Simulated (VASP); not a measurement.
# TiC (Fm-3m) in VASP: a series of runs

Runs on TiC. Level: LDA. Tasks: relaxation of cell and atoms.

Program: VASP 6.6.1. These are calculated values, not measurements. Logs are shortened: lines on timing, memory, paths and dates and some standing lists are left out, and cuts for length are marked.

**1. The cell of the first run**

It takes space group Fm-3m (No. 225, cubic). Conventional cell: a = 4.261 Å, b = 4.261 Å, c = 4.261 Å, α = 90.00°, β = 90.00°, γ = 90.00°. Within 2.8 Å of Ti (site symmetry m-3m) lie 6 C at 2.13 Å. Within 2.8 Å of C (site symmetry m-3m) lie 6 Ti at 2.13 Å.

**2. Relaxation of cell and atoms, LDA**

The input, INCAR:

```
PREC = Accurate
ENCUT = 600
EDIFF = 1E-7
ISMEAR = 0
SIGMA = 0.1
LREAL = False
LASPH = True
NELM = 60
ALGO = Normal
ISIF = 3
LWAVE = False
LCHARG = False
GGA = CA
IBRION = 2
NSW = 100
EDIFFG = -0.005
```

The input, KPOINTS:

```
regular mesh
0
Gamma
  16 16 16
```

The input, POSCAR:

```
TiC
1.0
    0.0000000000      2.1305394208      2.1305394208
    2.1305394208      0.0000000000      2.1305394208
    2.1305394208      2.1305394208      0.0000000000
Ti C
1 1
Direct
    0.0000000000      0.0000000000      0.0000000000
    0.5000000000      0.5000000000      0.5000000000
```

Potentials or basis: VASP PAW LDA potentials, release 64 (Ti_sv, C).

Started as:

```sh
$ cat potpaw_LDA.64/Ti_sv/POTCAR potpaw_LDA.64/C/POTCAR > POTCAR
$ mpirun -np 1 vasp_std > vasp.out
```

OUTCAR:

```text
PREC = Accurate
   ENCUT = 600
   EDIFF = 1E-7
   ISMEAR = 0
   LREAL = False
   LASPH = True
   NELM = 60
   ISIF = 3
   GGA = CA
   IBRION = 2
   NSW = 100
   EDIFFG = -0.005

 ion  position               nearest neighbor table
   1  0.000  0.000  0.000-   2 2.13   2 2.13   2 2.13   2 2.13   2 2.13   2 2.13
   2  0.500  0.500  0.500-   1 2.13   1 2.13   1 2.13   1 2.13   1 2.13   1 2.13

  LATTYP: Found a face centered cubic cell.
 ALAT       =     4.2610788416

  Lattice vectors:

 A1 = (   0.0000000000,   2.1305394208,   2.1305394208)
 A2 = (   2.1305394208,   0.0000000000,   2.1305394208)
 A3 = (   2.1305394208,   2.1305394208,   0.0000000000)

Analysis of symmetry for initial positions (statically):
=====================================================================
 Subroutine PRICEL returns:
 Original cell was already a primitive cell.

 Routine SETGRP: Setting up the symmetry group for a
 face centered cubic supercell.

 Subroutine GETGRP returns: Found 48 space group operations
 (whereof 48 operations were pure point group operations)
 out of a pool of 48 trial point group operations.

The static configuration has the point symmetry O_h .

Analysis of symmetry for dynamics (positions and initial velocities):
=====================================================================
 Subroutine PRICEL returns:
 Original cell was already a primitive cell.

 Routine SETGRP: Setting up the symmetry group for a
 face centered cubic supercell.

 Subroutine GETGRP returns: Found 48 space group operations
 (whereof 48 operations were pure point group operations)
 out of a pool of 48 trial point group operations.

The dynamic configuration has the point symmetry O_h .

 Subroutine INISYM returns: Found 48 space group operations
 (whereof 48 operations are pure point group operations),
 and found     1 'primitive' translations

----------------------------------------------------------------------------------------

                                     Primitive cell

  volume of cell :      19.3419

  direct lattice vectors                    reciprocal lattice vectors
     0.000000000  2.130539421  2.130539421    -0.234682351  0.234682351  0.234682351
     2.130539421  0.000000000  2.130539421     0.234682351 -0.234682351  0.234682351
     2.130539421  2.130539421  0.000000000     0.234682351  0.234682351 -0.234682351

  length of vectors
[... 97 lines left out ...]
   ISMEAR =     0;   SIGMA  =   0.10  broadening in eV -4-tet -1-fermi 0-gaus
   EFERMI_NEDOS =   21; number of points for ismear=-14 and -15
   IALGO  =     38    algorithm
   IMIX   =      4    mixing-type and parameters
     AMIX     =   0.40;   BMIX     =  1.00
     AMIX_MAG =   1.60;   BMIX_MAG =  1.00
  volume/ion in A,a.u.               =       9.67        65.26
  Fermi-wavevector in a.u.,A,eV,Ry     =   1.536793  2.904117 32.133307  2.361731
  Thomas-Fermi vector in A             =   2.643392
   LORBIT       =      0    0 simple, 1 ext, 2 COOP (PROOUT), +10 PAW based schemes
   GGA     = CA    functional components
   LHFCALC =     F    Hartree Fock is set to
   AEXX    =    0.0000 exact exchange contribution
   IVDW    =     0    specifies the selected vdW correction
   LEPSILON=     F    determine dielectric tensor
   LRPA    =     F    only Hartree local field effects (RPA)
 conjugate gradient relaxation of ions
 non-spin polarized calculation
 Gauss-broadening in eV      SIGMA  =   0.10
  energy-cutoff  :      600.00
  volume of cell :       19.34
 maximum number of plane-waves:       660
   NGX = 13   NGY = 13   NGZ = 13

--------------------------------------- Ionic step        1  -------------------------------------------

 number of electron      16.0000003 magnetization

 Free energy of the ion-electron system (eV)
  ---------------------------------------------------
  ext. energy  EPLUGINS =         0.00000000
  ---------------------------------------------------
  free energy    TOTEN  =       -20.53989592 eV

  energy without entropy =      -20.53805807  energy(sigma->0) =      -20.53897699

------------------------ aborting loop because EDIFF is reached ----------------------------------------

  FORCE on cell =-STRESS in cart. coord.  units (eV):
  Direction    XX          YY          ZZ          XY          YZ          ZX
  --------------------------------------------------------------------------------------
  -------------------------------------------------------------------------------------
  Total        0.0644888      0.0644888      0.0644888     -0.0000000      0.0000000     -0.0000000
  in kB        5.3419084      5.3419084      5.3419084     -0.0000000      0.0000000     -0.0000000
  external PRESSURE =       5.3419084 kB  Pullay stress =       0.0000000 kB
[... 59 lines left out ...]
--------------------------------------- Ionic step        3  -------------------------------------------

 number of electron      16.0000003 magnetization

 Free energy of the ion-electron system (eV)
  ---------------------------------------------------
  ext. energy  EPLUGINS =         0.00000000
  ---------------------------------------------------
  free energy    TOTEN  =       -20.53995823 eV

  energy without entropy =      -20.53811403  energy(sigma->0) =      -20.53903613

 E-fermi :   9.7855     XC(G=0): -13.2208

 val. band max:        9.7696699463   @ k =   0.1250   0.0625   0.0000
 cond. band min:       9.8360162624   @ k =   0.5000   0.5000   0.0000
 fundamental gap:      0.0663463161
 Fermi energy:         9.7855225331

 k-point     1 :       0.0000    0.0000    0.0000
  band No.  band energies     occupation
      1     -45.9432      2.00000
      2     -22.3212      2.00000
      3     -22.3212      2.00000
      4     -22.3212      2.00000
      5      -2.6224      2.00000
      6      10.4477      0.00000
      7      10.4477      0.00000
      8      10.4477      0.00000
      9      11.5501      0.00000
     10      11.5501      0.00000
     11      11.5501      0.00000
     12      11.6153      0.00000
[... 331 lines left out ...]
 k-point    24 :      -0.0625    0.0625    0.0000
  band No.  band energies     occupation
      1     -45.9337      2.00000
      2     -22.3791      2.00000
      3     -22.3371      2.00000
      4     -22.3225      2.00000
      5      -2.3730      2.00000
      6       9.5541      1.99893
      7       9.7145      1.68477
      8       9.7626      1.25462
      9      10.5663      0.00000
     10      11.2205      0.00000
     11      12.1530      0.00000
     12      12.7862      0.00000

 [... further k-points ...]
[... 5 lines left out ...]
  --------------------------------------------------------------------------------------
  -------------------------------------------------------------------------------------
  Total       -0.0026160     -0.0026160     -0.0026160      0.0000000     -0.0000000      0.0000000
  in kB       -0.2162843     -0.2162843     -0.2162843      0.0000000     -0.0000000      0.0000000
  external PRESSURE =      -0.2162843 kB  Pullay stress =       0.0000000 kB
[... 17 lines left out ...]
  FREE ENERGIE OF THE ION-ELECTRON SYSTEM (eV)
  ---------------------------------------------------
  free  energy   TOTEN  =       -20.5399582270 eV

  energy  without entropy=      -20.5381140328  energy(sigma->0) =      -20.53903613

 reached required accuracy - stopping structural energy minimisation
```

OSZICAR:

```text
N       E                     dE             d eps       ncg     rms          rms(c)
DAV:   1     0.126031214681E+03    0.12603E+03   -0.92387E+03  3480   0.178E+03
DAV:   2    -0.148335950394E+02   -0.14086E+03   -0.13375E+03  3608   0.407E+02
DAV:   3    -0.254176910976E+02   -0.10584E+02   -0.10097E+02  4544   0.102E+02
[... 30 lines left out ...]
DAV:   4    -0.205399245932E+02   -0.19498E-05   -0.31909E-04  3760   0.187E-01    0.235E-02
DAV:   5    -0.205399488524E+02   -0.24259E-04   -0.34511E-05  4252   0.593E-02    0.801E-03
DAV:   6    -0.205399565954E+02   -0.77430E-05   -0.20238E-05  4880   0.247E-02    0.773E-03
DAV:   7    -0.205399581314E+02   -0.15360E-05   -0.46047E-06  4056   0.224E-02    0.407E-03
DAV:   8    -0.205399582270E+02   -0.95639E-07   -0.86468E-07  3564   0.112E-02
   3 F= -.20539958E+02 E0= -.20539036E+02  d E =-.623053E-04
```

CONTCAR:

```text
TiC
   1.00000000000000
    -0.0000000000000000    2.1319012729983293    2.1319012729983293
     2.1319012729983293    0.0000000000000000    2.1319012729983293
     2.1319012729983293    2.1319012729983293   -0.0000000000000000
  Ti              C
     1     1
Direct
     0.0000000000000000    0.0000000000000000    0.0000000000000000
     0.5000000000000000    0.5000000000000000    0.5000000000000000

  0.00000000E+00  0.00000000E+00  0.00000000E+00
  0.00000000E+00  0.00000000E+00  0.00000000E+00
```

Run time: 26 s. Hardware: 1 thread of Intel Xeon 6975P-C (Granite Rapids), shared host; peak memory 0.17 GiB.

Results:

| Item | Value |
| --- | --- |
| Free energy | -20.5400 eV |
| Relaxed volume | 9.69 Å³/atom |
| Relaxed cell | a = 3.015 Å, b = 3.015 Å, c = 3.015 Å, α = 60.00°, β = 60.00°, γ = 60.00° |
| Space group after relaxing (to 0.05 Å) | Fm-3m (No. 225) |
| Energy gained by relaxing | 0.0 meV/atom |
| Ionic steps | 3 |
| Pressure after relaxing | 0.0 GPa |
| Band gap on the k mesh | zero (band 8 reaches 10.45 eV, above the bottom of band 9 at 9.38 eV) |

Final structure:
```yaml
crystal:
  lattice:
    - [0.00000, 2.13190, 2.13190]
    - [2.13190, 0.00000, 2.13190]
    - [2.13190, 2.13190, 0.00000]
  atoms:
    - { symbol: Ti, position: [0.00000, 0.00000, 0.00000] }
    - { symbol: C, position: [0.50000, 0.50000, 0.50000] }
```

Levels at points of the mesh, in eV from the Fermi level:
```tsv
k point	band 5	band 6	band 7	band 8	band 9	band 10	band 11	band 12
(0.00, 0.00, 0.00)	-12.41	0.66	0.66	0.66	1.76	1.76	1.76	1.83
(0.50, 0.00, 0.00)	-8.64	-6.02	-3.03	-3.03	3.08	3.08	4.35	8.56
(0.50, 0.50, 0.00)	-10.10	-3.38	-1.80	0.05	0.05	2.91	3.72	3.72
```

**3. Relaxation of cell and atoms, LDA**

The input, INCAR:

```
PREC = Accurate
ENCUT = 600
EDIFF = 1E-7
ISMEAR = -1
SIGMA = 0.15
LREAL = F
LASPH = T
NELM = 60
ALGO = Normal
ISIF = 3
LWAVE = F
LCHARG = F
IBRION = 2
NSW = 80
EDIFFG = -0.001
```

The input, KPOINTS:

```
Automatic mesh
0
Gamma
  16 16 16
```

The input, POSCAR:

```
TiC
1.0
    0.0000000000      2.1304112532      2.1304112532
    2.1304112532      0.0000000000      2.1304112532
    2.1304112532      2.1304112532      0.0000000000
Ti C
1 1
Direct
    0.0000000000      0.0000000000      0.0000000000
    0.5000000000      0.5000000000      0.5000000000
```

Potentials or basis: VASP PAW LDA potentials, release 64 (Ti_sv, C).

Started as:

```sh
$ cat potpaw_LDA.64/Ti_sv/POTCAR potpaw_LDA.64/C/POTCAR > POTCAR
$ mpirun -np 1 vasp_std > vasp.out
```

OUTCAR:

```text
PREC = Accurate
   ENCUT = 600
   EDIFF = 1E-7
   ISMEAR = -1
   LREAL = F
   LASPH = T
   NELM = 60
   ISIF = 3
   IBRION = 2
   NSW = 80
   EDIFFG = -0.001

 ion  position               nearest neighbor table
   1  0.000  0.000  0.000-   2 2.13   2 2.13   2 2.13   2 2.13   2 2.13   2 2.13
   2  0.500  0.500  0.500-   1 2.13   1 2.13   1 2.13   1 2.13   1 2.13   1 2.13

  LATTYP: Found a face centered cubic cell.
 ALAT       =     4.2608225064

  Lattice vectors:

 A1 = (   0.0000000000,   2.1304112532,   2.1304112532)
 A2 = (   2.1304112532,   0.0000000000,   2.1304112532)
 A3 = (   2.1304112532,   2.1304112532,   0.0000000000)

Analysis of symmetry for initial positions (statically):
=====================================================================
 Subroutine PRICEL returns:
 Original cell was already a primitive cell.

 Routine SETGRP: Setting up the symmetry group for a
 face centered cubic supercell.

 Subroutine GETGRP returns: Found 48 space group operations
 (whereof 48 operations were pure point group operations)
 out of a pool of 48 trial point group operations.

The static configuration has the point symmetry O_h .

Analysis of symmetry for dynamics (positions and initial velocities):
=====================================================================
 Subroutine PRICEL returns:
 Original cell was already a primitive cell.

 Routine SETGRP: Setting up the symmetry group for a
 face centered cubic supercell.

 Subroutine GETGRP returns: Found 48 space group operations
 (whereof 48 operations were pure point group operations)
 out of a pool of 48 trial point group operations.

The dynamic configuration has the point symmetry O_h .

 Subroutine INISYM returns: Found 48 space group operations
 (whereof 48 operations are pure point group operations),
 and found     1 'primitive' translations

[... 128 lines left out ...]
  volume of cell :       19.34
 maximum number of plane-waves:       660
   NGX = 13   NGY = 13   NGZ = 13

--------------------------------------- Ionic step        1  -------------------------------------------

 number of electron      16.0000003 magnetization

 Free energy of the ion-electron system (eV)
  ---------------------------------------------------
  ext. energy  EPLUGINS =         0.00000000
  ---------------------------------------------------
  free energy    TOTEN  =       -20.55096210 eV

  energy without entropy =      -20.52646407  energy(sigma->0) =      -20.53871309

------------------------ aborting loop because EDIFF is reached ----------------------------------------

  FORCE on cell =-STRESS in cart. coord.  units (eV):
  Direction    XX          YY          ZZ          XY          YZ          ZX
  --------------------------------------------------------------------------------------
  -------------------------------------------------------------------------------------
  Total        0.0808010      0.0808010      0.0808010     -0.0000000     -0.0000000      0.0000000
  in kB        6.6943247      6.6943247      6.6943247     -0.0000000     -0.0000000      0.0000000
  external PRESSURE =       6.6943247 kB  Pullay stress =       0.0000000 kB
[... 59 lines left out ...]
--------------------------------------- Ionic step        3  -------------------------------------------

 number of electron      16.0000003 magnetization

 Free energy of the ion-electron system (eV)
  ---------------------------------------------------
  ext. energy  EPLUGINS =         0.00000000
  ---------------------------------------------------
  free energy    TOTEN  =       -20.55105984 eV

  energy without entropy =      -20.52650525  energy(sigma->0) =      -20.53878254

 E-fermi :   9.7824     XC(G=0): -13.2193

 val. band max:        9.7660537588   @ k =   0.1250   0.0625   0.0000
 cond. band min:       9.8305941460   @ k =   0.5000   0.5000   0.0000
 fundamental gap:      0.0645403872
 Fermi energy:         9.7823730457

 k-point     1 :       0.0000    0.0000    0.0000
  band No.  band energies     occupation
      1     -45.9458      2.00000
      2     -22.3241      2.00000
      3     -22.3241      2.00000
      4     -22.3241      2.00000
      5      -2.6258      2.00000
      6      10.4451      0.02383
      7      10.4451      0.02383
      8      10.4451      0.02383
      9      11.5442      0.00002
     10      11.5442      0.00002
     11      11.5442      0.00002
     12      11.6120      0.00001
[... 331 lines left out ...]
 k-point    24 :      -0.0625    0.0625    0.0000
  band No.  band energies     occupation
      1     -45.9363      2.00000
      2     -22.3820      2.00000
      3     -22.3400      2.00000
      4     -22.3254      2.00000
      5      -2.3765      2.00000
      6       9.5504      1.64889
      7       9.7113      1.23253
      8       9.7585      1.07942
      9      10.5636      0.01088
     10      11.2172      0.00014
     11      12.1477      0.00000
     12      12.7814      0.00000

 [... further k-points ...]
[... 5 lines left out ...]
  --------------------------------------------------------------------------------------
  -------------------------------------------------------------------------------------
  Total       -0.0014027     -0.0014027     -0.0014027      0.0000000     -0.0000000      0.0000000
  in kB       -0.1159303     -0.1159303     -0.1159303      0.0000000     -0.0000000      0.0000000
  external PRESSURE =      -0.1159303 kB  Pullay stress =       0.0000000 kB
[... 17 lines left out ...]
  FREE ENERGIE OF THE ION-ELECTRON SYSTEM (eV)
  ---------------------------------------------------
  free  energy   TOTEN  =       -20.5510598363 eV

  energy  without entropy=      -20.5265052486  energy(sigma->0) =      -20.53878254

 reached required accuracy - stopping structural energy minimisation
```

OSZICAR:

```text
N       E                     dE             d eps       ncg     rms          rms(c)
DAV:   1     0.125366070757E+03    0.12537E+03   -0.91956E+03  3480   0.177E+03
DAV:   2    -0.151275929969E+02   -0.14049E+03   -0.13368E+03  3612   0.406E+02
DAV:   3    -0.254699802299E+02   -0.10342E+02   -0.98555E+01  4612   0.102E+02
[... 31 lines left out ...]
DAV:   5    -0.205510448869E+02   -0.37811E-04   -0.53808E-05  4252   0.742E-02    0.101E-02
DAV:   6    -0.205510572255E+02   -0.12339E-04   -0.32057E-05  4888   0.310E-02    0.971E-03
DAV:   7    -0.205510596505E+02   -0.24249E-05   -0.71036E-06  4092   0.277E-02    0.484E-03
DAV:   8    -0.205510597826E+02   -0.13213E-06   -0.12849E-06  3620   0.135E-02    0.165E-03
DAV:   9    -0.205510598363E+02   -0.53695E-07   -0.53499E-08  2136   0.255E-03
   3 F= -.20551060E+02 E0= -.20538783E+02  d E =-.977316E-04
```

Run time: 27 s. Hardware: 1 thread of Intel Xeon 6975P-C (Granite Rapids), shared host; peak memory 0.16 GiB.

What came out:

```yaml
Free_energy: -20.5511 eV
Relaxed_volume: 9.69 Å³/atom
Relaxed_cell: a = 3.015 Å, b = 3.015 Å, c = 3.015 Å, α = 60.00°, β = 60.00°, γ = 60.00°
Space_group_after_relaxing_to_0.05_Å: Fm-3m (No. 225)
Energy_gained_by_relaxing: 0.0 meV/atom
Ionic_steps: 3
Pressure_after_relaxing: 0.0 GPa
Band_gap_on_the_k_mesh: zero (band 8 reaches 10.45 eV, above the bottom of band 9 at 9.38 eV)
```

Final structure:
```
Ti C
1.0
     0.00000    2.13212    2.13212
     2.13212    0.00000    2.13212
     2.13212    2.13212    0.00000
Ti C
1 1
Direct
  0.00000 0.00000 0.00000
  0.50000 0.50000 0.50000
```

Levels at points of the mesh, in eV from the Fermi level:
```csv
k point,band 5,band 6,band 7,band 8,band 9,band 10,band 11,band 12
"(0.00, 0.00, 0.00)",-12.41,0.66,0.66,0.66,1.76,1.76,1.76,1.83
"(0.50, 0.00, 0.00)",-8.64,-6.02,-3.03,-3.03,3.08,3.08,4.35,8.56
"(0.50, 0.50, 0.00)",-10.10,-3.38,-1.80,0.05,0.05,2.91,3.72,3.72
```
